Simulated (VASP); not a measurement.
Ru:

```
Ru
1.0
     2.70595    0.00000    0.00000
    -1.35297    2.34342    0.00000
     0.00000    0.00000    4.25791
Ru
2
Cartesian
  0.0000 1.5623 1.0645
  1.3530 0.7811 3.1934
```

Base run:

```yaml
Program: VASP 6.6.1
Functional: r2SCAN
Potentials_or_basis: VASP PAW PBE potentials, release 64 (Ru_pv)
Cutoff: 520 eV
k_mesh: 13 × 13 × 8
Occupations: methfessel-paxton, width 0.2 eV
Spin: no spin polarisation
```

Its results: band gap on the k mesh zero (band 14 reaches 14.43 eV, above the bottom of band 15 at 11.17 eV); pressure 1.3 GPa.

Problem. After a change of settings the same cell gave: band gap on the k mesh zero (band 14 reaches 14.42 eV, above the bottom of band 15 at 11.17 eV); pressure 0.5 GPa. Which change was it?
A. k mesh from 13 × 13 × 8 to 14 × 14 × 8; occupations from methfessel-paxton, width 0.2 eV to fermi-dirac, width 0.1 eV
B. k mesh from 13 × 13 × 8 to 19 × 19 × 11; occupations from methfessel-paxton, width 0.2 eV to fermi-dirac, width 0.1 eV
C. occupations from methfessel-paxton, width 0.2 eV to fermi-dirac, width 0.1 eV
D. occupations from methfessel-paxton, width 0.2 eV to methfessel-paxton, width 1 eV

Solution. D.

Caveats: the PAW data sets were made with another functional, which shifts forces and pressure a little.
